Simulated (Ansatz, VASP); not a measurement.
SiC in VASP and in Ansatz

```
CELL_PARAMETERS angstrom
0.00000 -2.16441 -2.31592
0.00000 2.16441 -2.31592
4.32882 0.00000 0.00000
ATOMIC_POSITIONS crystal
Si 0.50000 0.50000 0.50000
Si 0.00000 0.00000 0.00000
C 0.00000 0.50000 0.25000
C 0.50000 0.00000 0.75000
```

Change from the starting cell: mode 4 frozen in at +0.000 Å, normal strain along y +0.0700.

Alike in both runs: task single point; functional LDA; k mesh 10 × 10 × 6; occupations gaussian, width 0.05 eV; no spin polarisation.

```csv
,VASP,Ansatz
version,VASP 6.6.1,Ansatz 0.2.0
potentials or method,"VASP PAW LDA potentials, release 64 (Si, C), cutoff 600 eV","scalar-relativistic, plane waves, PAW"
valence electrons in the cell,16,16
```

|  | VASP | Ansatz | Ansatz less VASP |
| --- | --- | --- | --- |
| gap on the k mesh at the Fermi level (eV) | 0.99 | 1.00 | +0.013 |
| least direct gap on the mesh (eV) | 0.99 | 1.00 | +0.013 |
| pressure (GPa) | -13.6 | -13.9 | -0.22 |
| traceless stress, the component that is largest in VASP (GPa) | -13.14 | -13.14 | -0.002 |

Ansatz warns that its potentials were made for another functional, while VASP's fit it. LDA's correlation is that of Perdew and Zunger in VASP and of Perdew and Wang (1992) in Ansatz.
